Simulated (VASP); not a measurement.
A run of VASP 6.6.1:

The input INCAR:

```
ALGO = Normal
EDIFF = 1E-6
EDIFFG = -0.025
ENCUT = 520
GGA = PE
IBRION = 2
ISIF = 2
ISMEAR = 0
LASPH = T
LCHARG = F
LREAL = Auto
LWAVE = F
NELM = 100
NSW = 65
PREC = Accurate
SIGMA = 0.1
```

The input KPOINTS:

```
k-points
0
Gamma
  6 6 3
```

Contents of POSCAR:

```
C15N
1.0
   -2.4665327884     -4.2721601082      0.0000000000
    4.9330655770      0.0000000001      0.0000000000
    0.0000000000      0.0000000000      8.4654495156
N C
1 15
Direct
    0.5000000000      0.0000000000      0.2500000000
    0.5000000000      0.5000000000      0.2500000000
    0.0000000000      0.0000000000      0.2500000000
    0.0000000000      0.5000000000      0.2500000000
    0.5000000000      0.0000000000      0.7500000000
    0.5000000000      0.5000000000      0.7500000000
    0.0000000000      0.0000000000      0.7500000000
    0.0000000000      0.5000000000      0.7500000000
    0.1666666667      0.8333333333      0.2500000000
    0.1666666667      0.3333333333      0.2500000000
    0.6666666667      0.8333333333      0.2500000000
    0.6666666667      0.3333333333      0.2500000000
    0.3333333333      0.1666666667      0.7500000000
    0.3333333333      0.6666666667      0.7500000000
    0.8333333333      0.1666666667      0.7500000000
    0.8333333333      0.6666666667      0.7500000000
```

Potentials or basis: VASP PAW PBE potentials, release 64 (N, C).

Run with:

```bash
$ cat potpaw_PBE.64/N/POTCAR potpaw_PBE.64/C/POTCAR > POTCAR
$ mpirun -np 1 vasp_std > vasp.out
```

Hardware: 1 thread of Intel(R) Xeon(R) Platinum 8259CL CPU @ 2.50GHz (Skylake/Cascade Lake), on a shared host.

**Question.** How long does it take, and how much memory?

**Answer.** Wall time 5.5 min on 1 thread of Intel(R) Xeon(R) Platinum 8259CL CPU @ 2.50GHz (Skylake/Cascade Lake), on a shared host, peak memory 0.33 GiB. Counts: scf iterations 28, k points 14, ion steps 3.
